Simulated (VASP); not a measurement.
Here is a VASP 6.6.1 calculation.

File INCAR:

```
ALGO = Normal ; EDIFF = 1E-7
ENCUT = 520 ; GGA = RP
ISIF = 2 ; ISMEAR = -1
LASPH = T ; LCHARG = T
LELF = T ; LREAL = F
LVHAR = T ; LWAVE = F
NBANDS = 32 ; NELM = 60
PREC = Accurate ; SIGMA = 0.1
```

The input KPOINTS:

```
k-points
0
Gamma
  13 13 4
```

The input POSCAR:

```
Cd
1.0
    3.3344557377      0.0000000000      0.0000000000
   -1.6672278688      2.8877233766      0.0000000000
    0.0000000000      0.0000000000     10.9261640395
Cd
4
Direct
    0.0000000000      0.0000000000      0.0000000000
    0.0000000000      0.0000000000      0.5000000000
    0.3333333333      0.6666666667      0.2500000000
    0.6666666667      0.3333333333      0.7500000000
```

Potentials or basis: VASP PAW PBE potentials, release 64 (Cd).

The run is started by

```sh
$ cat potpaw_PBE.64/Cd/POTCAR > POTCAR
$ mpirun -np 1 vasp_std > vasp.out
```

**Question.** Predict the band gap on the k mesh.

**Answer.** Zero (bands 24 and 25 overlap by 2.57 eV).

**Question.** Estimate the pressure.

**Answer.** -1.7 GPa.

Stress tensor (GPa, compression positive):
```
-1.69  0.00  0.00
 0.00 -1.69  0.00
 0.00  0.00 -1.77
```

Caveat: the PAW data sets were made with another functional, which shifts forces and pressure a little.
